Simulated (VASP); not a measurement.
# SiC in VASP: single point with LDA

Aim: the single point of SiC with LDA.

Everything below comes from runs of VASP 6.6.1. Logs are shortened: lines on timing, memory, paths and dates and some standing lists are left out, and cuts for length are marked.

## Step 1: The cell of the first run

The typed cell holds 16 atoms: a = 3.081 Å, b = 3.081 Å, c = 20.159 Å, α = 90.00°, β = 90.00°, γ = 60.00°.

## Step 2: Single point, LDA

Input file INCAR:

```
PREC = Accurate
ENCUT = 520
EDIFF = 1E-6
ISMEAR = -1
SIGMA = 0.1
LREAL = Auto
LASPH = True
NELM = 60
ALGO = Normal
ISIF = 2
LWAVE = False
LCHARG = False
GGA = CA
NBANDS = 46
```

Input file KPOINTS:

```
regular mesh
0
Gamma
  9 9 2
```

Input file POSCAR:

```
SiC
1.0
    1.5404860000      2.6681980000      0.0000000000
   -1.5404860000      2.6681980000      0.0000000000
    0.0000000000      0.0000000000     20.1589060000
Si C
8 8
Direct
    0.3333000000      0.3334000000      0.2500000000
    0.6666000000      0.6667000000      0.7500000000
    0.3333000000      0.3334000000      0.6250000000
    0.6666000000      0.6667000000      0.1250000000
    0.0000000000      0.0000000000      0.0000000000
    0.0000000000      0.0000000000      0.5000000000
    0.3333000000      0.3334000000      0.8750000000
    0.6666000000      0.6667000000      0.3750000000
    0.3333000000      0.3334000000      0.9690000000
    0.6666000000      0.6667000000      0.4690000000
    0.0000000000      0.0000000000      0.0940000000
    0.0000000000      0.0000000000      0.5940000000
    0.3333000000      0.3334000000      0.3440000000
    0.6666000000      0.6667000000      0.8440000000
    0.3333000000      0.3334000000      0.7190000000
    0.6666000000      0.6667000000      0.2190000000
```

Potentials or basis: VASP PAW LDA potentials, release 64 (Si, C).

Launch:

```sh
> cat potpaw_LDA.64/Si/POTCAR potpaw_LDA.64/C/POTCAR > POTCAR
> mpirun -np 1 vasp_std > vasp.out
```

OUTCAR:

```text
PREC = Accurate
   ENCUT = 520
   EDIFF = 1E-6
   ISMEAR = -1
   LREAL = Auto
   LASPH = True
   NELM = 60
   ISIF = 2
   GGA = CA

 ion  position               nearest neighbor table
   1  0.333  0.333  0.250-  16 1.89  16 1.89  16 1.89  13 1.89   4 3.08   8 3.08   4 3.08   4 3.08
                             8 3.08   8 3.08
   2  0.667  0.667  0.750-  15 1.89  15 1.89  15 1.89  14 1.89   3 3.08   7 3.08   3 3.08   3 3.08
                             7 3.08   7 3.08
   3  0.333  0.333  0.625-  12 1.89  12 1.89  12 1.89  15 1.89   2 3.08   6 3.08   6 3.08   2 3.08
                             2 3.08   6 3.08
   4  0.667  0.667  0.125-  11 1.89  11 1.89  11 1.89  16 1.89   1 3.08   5 3.08   5 3.08   1 3.08
                             1 3.08   5 3.08
   5  0.000  0.000  0.000-   9 1.89   9 1.89   9 1.89  11 1.89   4 3.08   7 3.08   7 3.08   4 3.08
                             7 3.08   4 3.08
   6  0.000  0.000  0.500-  10 1.89  10 1.89  10 1.89  12 1.89   8 3.08   3 3.08   8 3.08   3 3.08
                             8 3.08   3 3.08
   7  0.333  0.333  0.875-  14 1.89  14 1.89  14 1.89   9 1.89   2 3.08   5 3.08   5 3.08   2 3.08
                             2 3.08   5 3.08
   8  0.667  0.667  0.375-  13 1.89  13 1.89  13 1.89  10 1.89   1 3.08   6 3.08   6 3.08   1 3.08
                             1 3.08   6 3.08
   9  0.333  0.333  0.969-   5 1.89   5 1.89   5 1.89   7 1.89
  10  0.667  0.667  0.469-   6 1.89   6 1.89   6 1.89   8 1.89
  11  0.000  0.000  0.094-   4 1.89   4 1.89   4 1.89   5 1.89
  12  0.000  0.000  0.594-   3 1.89   3 1.89   3 1.89   6 1.89
  13  0.333  0.333  0.344-   8 1.89   8 1.89   8 1.89   1 1.89
  14  0.667  0.667  0.844-   7 1.89   7 1.89   7 1.89   2 1.89
  15  0.333  0.333  0.719-   2 1.89   2 1.89   2 1.89   3 1.89
  16  0.667  0.667  0.219-   1 1.89   1 1.89   1 1.89   4 1.89

  LATTYP: Found a hexagonal cell.
 ALAT       =     3.0809702503
 C/A-ratio  =     6.5430381867

  Lattice vectors:

 A1 = (   1.5404860000,  -2.6681980000,   0.0000000000)
 A2 = (   1.5404860000,   2.6681980000,   0.0000000000)
 A3 = (   0.0000000000,   0.0000000000,  20.1589060000)

Analysis of symmetry for initial positions (statically):
=====================================================================
 Subroutine PRICEL returns:
 Original cell was already a primitive cell.

 Routine SETGRP: Setting up the symmetry group for a
 hexagonal supercell.

 Subroutine GETGRP returns: Found  2 space group operations
 (whereof  1 operations were pure point group operations)
 out of a pool of 24 trial point group operations.

The static configuration has the point symmetry C_1 .
 The point group associated with its full space group is C_1h.

Analysis of symmetry for dynamics (positions and initial velocities):
=====================================================================
 Subroutine PRICEL returns:
 Original cell was already a primitive cell.

 Routine SETGRP: Setting up the symmetry group for a
 hexagonal supercell.

 Subroutine GETGRP returns: Found  2 space group operations
 (whereof  1 operations were pure point group operations)
 out of a pool of 24 trial point group operations.

The dynamic configuration has the point symmetry C_1 .
 The point group associated with its full space group is C_1h.

 Subroutine INISYM returns: Found  2 space group operations
 (whereof  1 operations are pure point group operations),
 and found     1 'primitive' translations

----------------------------------------------------------------------------------------

                                     Primitive cell

  volume of cell :     165.7192

  direct lattice vectors                    reciprocal lattice vectors
     1.540486000  2.668198000  0.000000000     0.324572895  0.187392390  0.000000000
    -1.540486000  2.668198000  0.000000000    -0.324572895  0.187392390  0.000000000
     0.000000000  0.000000000 20.158906000     0.000000000  0.000000000  0.049605867

  length of vectors
     3.080970250  3.080970250 20.158906000     0.374784567  0.374784567  0.049605867

  position of ions in fractional coordinates (direct lattice)
     0.333300000  0.333400000  0.250000000
     0.666600000  0.666700000  0.750000000
     0.333300000  0.333400000  0.625000000
     0.666600000  0.666700000  0.125000000
     0.000000000  0.000000000  0.000000000
     0.000000000  0.000000000  0.500000000
[... 8 lines left out ...]
     0.333300000  0.333400000  0.719000000
     0.666600000  0.666700000  0.219000000

  ion indices of the primitive-cell ions
   primitive index   ion index
                 1           1
                 2           2
                 3           3
                 4           4
                 5           5
                 6           6
[... 8 lines left out ...]
                15          15
                16          16

----------------------------------------------------------------------------------------

 KPOINTS: regular mesh

Automatic generation of k-mesh.
 Grid dimensions read from file:
 generate k-points for:    9    9    2

 Generating k-lattice:

  Cartesian coordinates                     Fractional coordinates (reciprocal lattice)
     0.036063655  0.020821377  0.000000000     0.111111111  0.000000000  0.000000000
    -0.036063655  0.020821377  0.000000000     0.000000000  0.111111111  0.000000000
     0.000000000  0.000000000  0.024802933     0.000000000  0.000000000  0.500000000

  Length of vectors
     0.041642730  0.041642730  0.024802933

  Shift w.r.t. Gamma in fractional coordinates (k-lattice)
     0.000000000  0.000000000  0.000000000

 Subroutine IBZKPT returns following result:
 ===========================================

 Found     50 irreducible k-points:

 Following reciprocal coordinates:
            Coordinates               Weight
  0.000000  0.000000  0.000000      1.000000
  0.111111  0.000000  0.000000      4.000000
  0.111111  0.111111  0.000000      2.000000
  0.222222 -0.000000  0.000000      4.000000
  0.222222  0.222222  0.000000      2.000000
  0.333333 -0.000000  0.000000      4.000000
[... 16 lines left out ...]
  0.333333 -0.444444  0.000000      4.000000
 -0.222222  0.333333  0.000000      4.000000
 [... further k-points ...]
   k-points           NKPTS =     50   k-points in BZ     NKDIM =     50   number of bands    NBANDS=     46
   number of dos      NEDOS =    301   number of ions     NIONS =     16
   total plane-waves  NPLWV =  86400
   dimension x,y,z NGX =    24 NGY =   24 NGZ =  150
   dimension x,y,z NGXF=    48 NGYF=   48 NGZF=  300
   ions per type =               8   8
   NGX,Y,Z   is equivalent  to a cutoff of  12.95, 12.95, 12.37 a.u.
   NGXF,Y,Z  is equivalent  to a cutoff of  25.90, 25.90, 24.74 a.u.
 SYSTEM =  unknown system
   PREC   = accura    normal or accurate (medium, high low for compatibility)
   ISTART =      0    job   : 0-new  1-cont  2-samecut
   ICHARG =      2    charge: 1-file 2-atom 10-const
   ISPIN  =      1    spin polarized calculation?
   LNONCOLLINEAR =      F non collinear calculations
   LSORBIT =      F    spin-orbit coupling
   LASPH  =      T    aspherical Exc in radial PAW
   ENCUT  =  520.0 eV  38.22 Ry    6.18 a.u.   5.73  5.73 37.48*2*pi/ulx,y,z
   NELM   =     60;   NELMIN=  2; NELMDL= -5     # of ELM steps
   EDIFF  = 0.1E-05   stopping-criterion for ELM
   LREAL  =      T    real-space projection
   EDIFFG = 0.1E-04   stopping-criterion for IOM
   NSW    =      0    number of steps for IOM
   IBRION =     -1    ionic relax: 0-MD 1-quasi-New 2-CG
   NFREE  =      0    steps in history (QN), initial steepest desc. (CG)
   ISIF   =      2    stress and relaxation
   ISYM   =      2    0-nonsym 1-usesym 2-fastsym
   POTIM  = 0.5000    time-step for ionic-motion
   TEBEG  =    0.0;   TEEND  =   0.0 temperature during run
   PSTRESS=    0.0 pullay stress
   NELECT =      64.0000    total number of electrons
   NUPDOWN=      -1.0000    fix difference up-down
   EMIN   =  10.00;   EMAX   =-10.00  energy-range for DOS
   EFERMI =   0.00;   METHOD = LEGACY
   ISMEAR =    -1;   SIGMA  =   0.10  broadening in eV -4-tet -1-fermi 0-gaus
   EFERMI_NEDOS =   21; number of points for ismear=-14 and -15
   IALGO  =     38    algorithm
   IMIX   =      4    mixing-type and parameters
     AMIX     =   0.40;   BMIX     =  1.00
     AMIX_MAG =   1.60;   BMIX_MAG =  1.00
  volume/ion in A,a.u.               =      10.36        69.90
  Fermi-wavevector in a.u.,A,eV,Ry     =   1.192186  2.252904 19.338052  1.421307
  Thomas-Fermi vector in A             =   2.328230
   LORBIT       =      0    0 simple, 1 ext, 2 COOP (PROOUT), +10 PAW based schemes
   GGA     = CA    functional components
   LHFCALC =     F    Hartree Fock is set to
   AEXX    =    0.0000 exact exchange contribution
   IVDW    =     0    specifies the selected vdW correction
   LEPSILON=     F    determine dielectric tensor
   LRPA    =     F    only Hartree local field effects (RPA)
 non-spin polarized calculation
  energy-cutoff  :      520.00
  volume of cell :      165.72
 maximum number of plane-waves:      4488
   NGX = 11   NGY = 11   NGZ = 75

 number of electron      63.9999999 magnetization

 Free energy of the ion-electron system (eV)
  ---------------------------------------------------
  ext. energy  EPLUGINS =         0.00000000
  ---------------------------------------------------
  free energy    TOTEN  =      -133.11631293 eV

  energy without entropy =     -133.11627682  energy(sigma->0) =     -133.11629488

 E-fermi :   9.0028     XC(G=0): -11.5503

 val. band max:        8.0752899579   @ k =   0.0000   0.0000   0.0000
 cond. band min:       9.9102205079   @ k =   0.4444  -0.0000   0.0000
 fundamental gap:      1.8349305501
 Fermi energy:         9.0027939454

 k-point     1 :       0.0000    0.0000    0.0000
  band No.  band energies     occupation
      1      -7.2643      2.00000
      2      -6.9817      2.00000
      3      -6.9356      2.00000
      4      -6.0780      2.00000
      5      -6.0519      2.00000
      6      -4.7135      2.00000
[... 36 lines left out ...]
     43      14.9771      0.00000
     44      14.9781      0.00000

 k-point     2 :       0.1111    0.0000    0.0000
  band No.  band energies     occupation
      1      -7.0495      2.00000
      2      -6.7686      2.00000
      3      -6.7220      2.00000
      4      -5.8700      2.00000
      5      -5.8433      2.00000
      6      -4.5166      2.00000
[... 36 lines left out ...]
     43      15.1415      0.00000
     44      15.2209      0.00000

 k-point     3 :       0.1111    0.1111    0.0000
  band No.  band energies     occupation
      1      -7.0495      2.00000
      2      -6.7686      2.00000
      3      -6.7220      2.00000
      4      -5.8700      2.00000
      5      -5.8433      2.00000
      6      -4.5166      2.00000
[... 36 lines left out ...]
     43      15.1416      0.00000
     44      15.2209      0.00000

 k-point     4 :       0.2222   -0.0000    0.0000
  band No.  band energies     occupation
      1      -6.4142      2.00000
      2      -6.1397      2.00000
      3      -6.0911      2.00000
      4      -5.2594      2.00000
      5      -5.2307      2.00000
      6      -3.9466      2.00000
[... 882 lines left out ...]
     43      15.1931      0.00000
     44      15.6447      0.00000

 k-point    23 :       0.3333   -0.4444    0.0000
  band No.  band energies     occupation
      1      -3.6115      2.00000
      2      -3.4405      2.00000
      3      -3.3585      2.00000
      4      -2.8908      2.00000
      5      -2.8394      2.00000
      6      -2.3240      2.00000
[... 36 lines left out ...]
     43      15.1931      0.00000
     44      15.6447      0.00000

 k-point    24 :      -0.2222    0.3333    0.0000
  band No.  band energies     occupation
      1      -3.6116      2.00000
      2      -3.4407      2.00000
      3      -3.3585      2.00000
      4      -2.8909      2.00000
      5      -2.8394      2.00000
      6      -2.3237      2.00000
[... 36 lines left out ...]
     43      15.1931      0.00000
     44      15.6446      0.00000

 [... further k-points ...]

 [bands above 44 left out]

------------------------ aborting loop because EDIFF is reached ----------------------------------------

  FORCE on cell =-STRESS in cart. coord.  units (eV):
  Direction    XX          YY          ZZ          XY          YZ          ZX
  --------------------------------------------------------------------------------------
  -------------------------------------------------------------------------------------
  Total       -4.2211938     -4.2145540     -4.8913111      0.0000000      0.0000000     -0.0000220
  in kB      -40.8106124    -40.7464181    -47.2893235      0.0000000      0.0000000     -0.0002126
  external PRESSURE =     -42.9487847 kB  Pullay stress =       0.0000000 kB

 VOLUME and BASIS-vectors are now :
 -----------------------------------------------------------------------------
  energy-cutoff  :      520.00
  volume of cell :      165.72
      direct lattice vectors                 reciprocal lattice vectors
     1.540486000  2.668198000  0.000000000     0.324572895  0.187392390  0.000000000
    -1.540486000  2.668198000  0.000000000    -0.324572895  0.187392390  0.000000000
     0.000000000  0.000000000 20.158906000     0.000000000  0.000000000  0.049605867

 POSITION                                       TOTAL-FORCE (eV/Angst)
 -----------------------------------------------------------------------------------
     -0.00015      1.77889      5.03973         0.000239     -0.003185      0.069686
     -0.00015      3.55751     15.11918         0.000239      0.003185      0.069686
     -0.00015      1.77889     12.59932         0.002611     -0.001480      0.064829
     -0.00015      3.55751      2.51986         0.002611      0.001480      0.064829
      0.00000      0.00000      0.00000        -0.002523      0.001476      0.079308
      0.00000      0.00000     10.07945        -0.002523     -0.001476      0.079308
[... 8 lines left out ...]
     -0.00015      1.77889     14.49425        -0.000105     -0.002841     -0.144515
     -0.00015      3.55751      4.41480        -0.000105      0.002841     -0.144515
 -----------------------------------------------------------------------------------
    total drift:                               -0.002375     -0.000000      0.021213

  FREE ENERGIE OF THE ION-ELECTRON SYSTEM (eV)
  ---------------------------------------------------
  free  energy   TOTEN  =      -133.1163129348 eV

  energy  without entropy=     -133.1162768172  energy(sigma->0) =     -133.11629488
```

Run time: 14 min. Hardware: 1 thread of Intel Xeon 8259CL, shared host; peak memory 0.37 GiB.

Results:

```
Free energy            : -133.1163 eV
Pressure               : -4.3 GPa
Largest force          : 0.145 eV/Å
Band gap on the k mesh : 1.83 eV (least direct gap 2.90 eV)
```

Forces in eV/Å, atoms in the order of the input:
```
Si   0.000 -0.003  0.070
Si   0.000  0.003  0.070
Si   0.003 -0.001  0.065
Si   0.003  0.001  0.065
Si  -0.003  0.001  0.079
Si  -0.003 -0.001  0.079
Si   0.000 -0.003  0.072
Si   0.000  0.003  0.072
C    0.002 -0.001 -0.093
C    0.002  0.001 -0.093
C   -0.003 -0.001 -0.063
C   -0.003  0.001 -0.063
C    0.000 -0.003  0.015
C    0.000  0.003  0.015
C    0.000 -0.003 -0.145
C    0.000  0.003 -0.145
```

Caveat: the cell stands under tension; an odd mesh through Γ misses points on the zone boundary, where band edges can lie.
